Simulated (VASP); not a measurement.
Here is a VASP 6.6.1 calculation.

INCAR

```
SYSTEM = Ti3H
PREC = Accurate
ENCUT = 520
EDIFF = 1E-6
ISMEAR = 0
SIGMA = 0.1
LREAL = .FALSE.
LASPH = .TRUE.
NELM = 80
ALGO = Normal
ISIF = 2
LWAVE = .FALSE.
LCHARG = .FALSE.
LDIPOL = .TRUE.
IDIPOL = 3
DIPOL = 0.5 0.5 0.318
GGA = PE
NBANDS = 47
```

KPOINTS

```
Automatic mesh
0
G
  6 6 1
  0 0 0
```

The input POSCAR:

```
Ti3H
1.0
    4.6037402164      0.0000000000      0.0000000000
   -2.3018701082      3.9869559799      0.0000000000
    0.0000000000      0.0000000000     22.4968206792
Ti H
6 2
Direct
    0.6666666667      0.3333333333      0.1778029019
    0.3333333333      0.6666666667      0.2195747837
    0.0000000000      0.0000000000      0.2613466656
    0.6666666667      0.3333333333      0.2980472718
    0.3333333333      0.6666666667      0.3304570052
    0.0000000000      0.0000000000      0.3776898434
    0.2572625849      1.0000000000      0.4403653663
    0.7427374151      1.0000000000      0.4403653663
```

Potentials or basis: VASP PAW PBE potentials, release 64 (Ti_sv, H).

The run is started by

```sh
$ cat potpaw_PBE.64/Ti_sv/POTCAR potpaw_PBE.64/H/POTCAR > POTCAR
$ mpirun -np 1 vasp_std > vasp.out
```

(1) What does it give for the band gap on the k mesh?

(2) What does it give for the largest force?

Answers

(1) zero (band 37 reaches -1.36 eV, above the bottom of band 38 at -1.62 eV).

(2) 1.758 eV/Å.
